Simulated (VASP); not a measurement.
Ca: relaxation of cell and atoms with PBEsol

The system is Ca.

```xyz
2
Lattice="3.8513 0.0000 0.0000 -1.9256 3.3353 0.0000 0.0000 0.0000 6.3413" Properties=species:S:1:pos:R:3 pbc="T T T"
Ca    0.0000    2.2235    1.5853
Ca    1.9256    1.1118    4.7560
```

* Program: VASP 6.6.1
* Task: relaxation of cell and atoms
* Functional: PBEsol
* Potentials or basis: VASP PAW PBE potentials, release 64 (Ca_sv)
* Cutoff: 500 eV
* k mesh: 12 × 12 × 8
* Occupations: gaussian, width 0.1 eV
* Spin: no spin polarisation
* Dipole correction: no
* Further INCAR settings: ALGO = Normal; EDIFF = 1e-07; IBRION = 2; EDIFFG = -0.01; NSW = 80; ISIF = 3

- Pressure after relaxing: 0.0 GPa
- Band gap on the k mesh: zero (band 10 reaches 2.33 eV, above the bottom of band 11 at 1.87 eV)

Final structure:
```xyz
2
Lattice="3.8513 0.0000 0.0000 -1.9256 3.3353 0.0000 0.0000 0.0000 6.3413" Properties=species:S:1:pos:R:3 pbc="T T T"
Ca    0.0000    2.2235    1.5853
Ca    1.9256    1.1118    4.7560
```

Levels at points of the mesh, in eV from the Fermi level:
```csv
k point,band 7,band 8,band 9,band 10,band 11,band 12,band 13,band 14
"(0.00, 0.00, 0.00)",-22.80,-22.79,-4.16,-1.12,-0.23,2.26,2.30,2.30
"(0.50, 0.00, 0.00)",-22.83,-22.82,-1.15,-0.71,0.16,0.33,1.37,1.92
"(0.00, 0.00, 0.50)",-22.81,-22.81,-3.13,-3.13,1.36,1.36,2.30,2.30
"(0.50, 0.00, 0.50)",-22.84,-22.84,-0.75,-0.75,0.11,0.11,1.43,1.43
```

Wall time 30 s on 1 thread of Intel(R) Xeon(R) 6975P-C (Granite Rapids) (shared host), peak memory 0.24 GiB.

Caveat: the relaxation stopped at its first step, so nothing moved; the PAW data sets were made with another functional, which shifts forces and pressure a little.
